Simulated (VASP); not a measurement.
CuO, 2 atoms in the cell. The structure is cubic, space group F-43m (No. 216). Conventional cell: a = 4.655 Å, b = 4.655 Å, c = 4.655 Å, α = 90.00°, β = 90.00°, γ = 90.00°. Within 2.7 Å of Cu (site symmetry -43m) lie 4 O at 2.02 Å. O (site symmetry -43m) has 4 Cu at 2.02 Å within 2.7 Å. 

```yaml
Program: VASP 6.6.1
Task: single point
Functional: BLYP
Potentials_or_basis: VASP PAW PBE potentials, release 64 (Cu, O)
Cutoff: 520 eV
k_mesh: 6 × 6 × 6
Occupations: fermi-dirac, width 0.05 eV
Spin: no spin polarisation
Dipole_correction: no
Further_INCAR_settings: ALGO = Normal; EDIFF = 1e-06; NBANDS = 16
```

Potentials or basis: VASP PAW PBE potentials, release 64 (Cu, O).

The run is started by

```bash
$ cat potpaw_PBE.64/Cu/POTCAR potpaw_PBE.64/O/POTCAR > POTCAR
$ mpirun -np 1 vasp_std > vasp.out
```

Hardware: 1 thread of Intel Xeon 6975P-C, with other jobs on the host.

Task: Estimate the wall time of this run.

Result: It took 21 s on 1 thread of Intel Xeon 6975P-C, with other jobs on the host, peak memory 0.13 GiB. Counts: scf iterations 14, k points 16.
